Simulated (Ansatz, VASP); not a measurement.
HPbNO4: VASP beside Ansatz

```
H Pb N O
1.0
     4.19923    0.11117    0.16817
     1.91600    3.89132    0.12568
     1.76085    1.25259    6.37266
H Pb N O
1 1 1 4
Direct
  0.89145 0.68202 0.62796
  0.14426 0.92872 0.88352
  0.25670 0.28861 0.30171
  0.83108 0.65056 0.78405
  0.38694 0.22380 0.11295
  0.31104 0.03576 0.45856
  0.07726 0.60633 0.32275
```

Alike in both runs: task relaxation of cell and atoms; functional PBEsol; dispersion D3(BJ); k mesh 5 × 5 × 3; occupations fermi-dirac, width 0.05 eV; no spin polarisation.

```csv
,VASP,Ansatz
version,VASP 6.6.1,Ansatz 0.2.0
potentials or method,"VASP PAW PBE potentials, release 64 (H, Pb_d, N, O)",Ansatz PAW
plane-wave cutoff (eV),600,420
valence electrons in the cell,44,44
```

|  | VASP | Ansatz | Ansatz less VASP |
| --- | --- | --- | --- |
| gap on the k mesh at the Fermi level, each at its own relaxed structure (eV) | 2.54 | 2.77 | +0.233 |
| relaxed volume (Å³/atom) | 13.17 | 13.63 | +0.456 |
| relaxed length of the cell vector where the two differ most in proportion (Å) | 4.144 | 4.224 | +0.0806 |

VASP's potentials were made for PBE, not for PBEsol.

Neither program's run includes spin-orbit coupling. Noted on VASP's run: the standard files for N, O and F lose accuracy on very short bonds. Noted on Ansatz's run: odd divisions of the mesh miss points on the zone boundary, where band edges often lie, so the gap on the mesh can be too wide; the plane-wave basis is chosen anew once the cell has moved, so the energies of steps on either side of that aren't comparable.
